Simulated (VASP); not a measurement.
Write the native input for VASP 6.6.1 that does the following.

| Item | Value |
| --- | --- |
| Task | electric field gradients |
| Functional | BLYP |
| Potentials or basis | VASP PAW PBE potentials, release 64 (Mg, H) |
| Cutoff | 520 eV |
| k mesh | 8 × 8 × 8 |
| Occupations | methfessel-paxton, width 0.1 eV |
| Spin | collinear spin, zero start |
| Starting moments | [0.0, 0.0, 0.0] μB |
| Dipole correction | no |
| Further INCAR settings | ALGO = Normal; EDIFF = 1e-08; NBANDS = 13 |

The structure of MgH2 lies in POSCAR:

```
MgH2
1.0
    0.0000000000      2.3810671667      2.3810671667
    2.3810671667      0.0000000000      2.3810671667
    2.3810671667      2.3810671667      0.0000000000
Mg H
1 2
Direct
    0.0000000000      0.0000000000      0.0000000000
    0.7500000000      0.7500000000      0.7500000000
    0.2500000000      0.2500000000      0.2500000000
```

The input as run:

INCAR

```
  PREC = Accurate
  ENCUT = 520
  EDIFF = 1E-8
  ISMEAR = 1
  SIGMA = 0.1
  LREAL = F
  LASPH = T
  NELM = 200
  ALGO = Normal
  ISIF = 2
  LWAVE = F
  LCHARG = F
  ISPIN = 2
  MAGMOM = 0 0 0
  LORBIT = 11
  GGA = B5
  ALDAX = 1.0
  AGGAX = 1.0
  AGGAC = 1.0
  ALDAC = 0.0
  LEFG = T
  NBANDS = 13
  GGA_COMPAT = F
```

KPOINTS

```
regular mesh
0
Gamma
  8 8 8
```

Potentials or basis: VASP PAW PBE potentials, release 64 (Mg, H).

Command:

```bash
$ cat potpaw_PBE.64/Mg/POTCAR potpaw_PBE.64/H/POTCAR > POTCAR
$ mpirun -np 1 vasp_std > vasp.out
```

Results of the run:

* Pressure: 0.2 GPa
* Band gap on the k mesh: zero (filled and empty bands overlap)
* Net moment: 0.00 μB per cell
* Valence electrons inside the program's atomic spheres: Mg 0.30; H 0.60

Caveat: without QUAD_EFG the Cq values of the log hold for a quadrupole moment of 1 mb, not for the nuclei; the PAW data sets were made with another functional, which shifts forces and pressure a little.

Run time: 34 s on 1 thread of Intel(R) Xeon(R) Platinum 8259CL CPU @ 2.50GHz (Skylake/Cascade Lake) (shared host), peak memory 0.17 GiB.
